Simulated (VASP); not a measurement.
Pt: relaxation of cell and atoms with r2SCAN

Crystal: Pt.

```
Pt
1.0
     0.00000    1.97013    1.97013
     1.97013    0.00000    1.97013
     1.97013    1.97013    0.00000
Pt
1
Direct
  0.00000 0.00000 0.00000
```

```
Program                : VASP 6.6.1
Task                   : relaxation of cell and atoms
Functional             : r2SCAN
Potentials or basis    : VASP PAW PBE potentials, release 64 (Pt)
Cutoff                 : 600 eV
k mesh                 : 24 × 24 × 24
Occupations            : fermi-dirac, width 0.05 eV
Spin                   : no spin polarisation
Target pressure        : 15 GPa
Dipole correction      : no
Further INCAR settings : ALGO = Normal; EDIFF = 1e-06; IBRION = 2; EDIFFG = -0.002; NSW = 100; ISIF = 3
```

```json
{
 "Relaxed volume": "14.61 Å³/atom",
 "Relaxed cell": "a = 2.744 Å, b = 2.744 Å, c = 2.744 Å, α = 60.00°, β = 60.00°, γ = 60.00°",
 "Space group after relaxing (to 0.1 Å)": "Fm-3m (No. 225)",
 "Energy change on relaxing (the run minimises the enthalpy)": "+32.0 meV/atom",
 "Ionic steps": "9",
 "Pressure after relaxing": "15.0 GPa",
 "Band gap on the k mesh": "zero (bands 5 and 6 overlap by 2.51 eV)"
}
```

The path:
| step | energy change (eV) | largest force (eV/Å) | pressure (GPa) | volume (Å³) |
| --- | --- | --- | --- | --- |
| 1 | 0.0000 | 0.0000 | 0.77 | 15.29 |
| 2 | 0.7024 | 0.0000 | 97.78 | 12.48 |
| 3 | 0.0279 | 0.0000 | 13.98 | 14.66 |
| 4 | 0.0309 | 0.0000 | 14.75 | 14.63 |
| 5 | 0.0321 | 0.0000 | 15.05 | 14.61 |
| 6 | 0.0313 | 0.0000 | 14.93 | 14.62 |
| 7 | 0.0318 | 0.0000 | 14.96 | 14.62 |
| 8 | 0.0319 | 0.0000 | 14.97 | 14.61 |
| 9 | 0.0320 | 0.0000 | 15.02 | 14.61 |

Final structure:
```xyz
1
Lattice="0.0000 1.9405 1.9405 1.9405 0.0000 1.9405 1.9405 1.9405 0.0000" Properties=species:S:1:pos:R:3 pbc="T T T"
Pt    0.0000    0.0000    0.0000
```

Levels at points of the mesh, in eV from the Fermi level:
| k point | band 3 | band 4 | band 5 | band 6 | band 7 | band 8 |
| --- | --- | --- | --- | --- | --- | --- |
| (0.00, 0.00, 0.00) | -4.11 | -4.11 | -1.83 | -1.83 | 15.39 | 20.76 |
| (0.50, 0.00, 0.00) | -4.22 | -0.43 | 0.04 | 0.04 | 6.43 | 15.05 |
| (0.50, 0.50, 0.00) | -0.04 | 0.57 | 0.57 | 1.90 | 9.72 | 12.14 |

Wall time 6 min on 1 thread of Intel(R) Xeon(R) 6975P-C (Granite Rapids), with other jobs on the host, peak memory 0.22 GiB.

Caveat: the cell is relaxed towards a set pressure, so the run minimises the enthalpy, not the energy; the PAW data sets were made with another functional, which shifts forces and pressure a little; spin-orbit coupling is left out, which moves the levels of the heavy elements.
